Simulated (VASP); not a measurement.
Runs of VASP 6.6.1 on N. The structure is that of space group Fm-3m (No. 225), or close to it. The cells are those of the table. 

```csv
cell,k mesh,gap on the mesh (eV),pressure (GPa)
"a = 2.221 Å, angles 60.0°, 1 atom",22 × 22 × 22,none,-3.5
"a = 2.172, b = 2.128, c = 2.128 Å, angles 60.0, 60.7, 60.7°, 1 atom",20 × 21 × 21,none,16.2
"a = 2.222, b = 2.187 Å, angles 60.8, 59.3, 60.8°, 1 atom",20 × 20 × 20,none,(a)
"a = 2.172, b = 2.084, c = 2.084 Å, angles 60.0, 61.3, 61.3°, 1 atom",20 × 21 × 21,none,24.3
```

Alike in all rows: task single point; level PBE; potentials or basis VASP PAW PBE potentials, release 64 (N); no spin polarisation; cutoff (eV) 520; smearing gaussian 0.1 eV.

Q: Estimate the missing entries.

A: (a) -2.2.

Caveats: an odd number of electrons without spin polarisation forces a metal; a magnetic or distorted state may lie lower; the cell stands under pressure (at least some runs); the cell stands under tension (at least some runs); the stress differs along the axes, from -6 to 5 GPa (at least some runs).

A gap of «none» marks levels without a gap at the run's occupations.
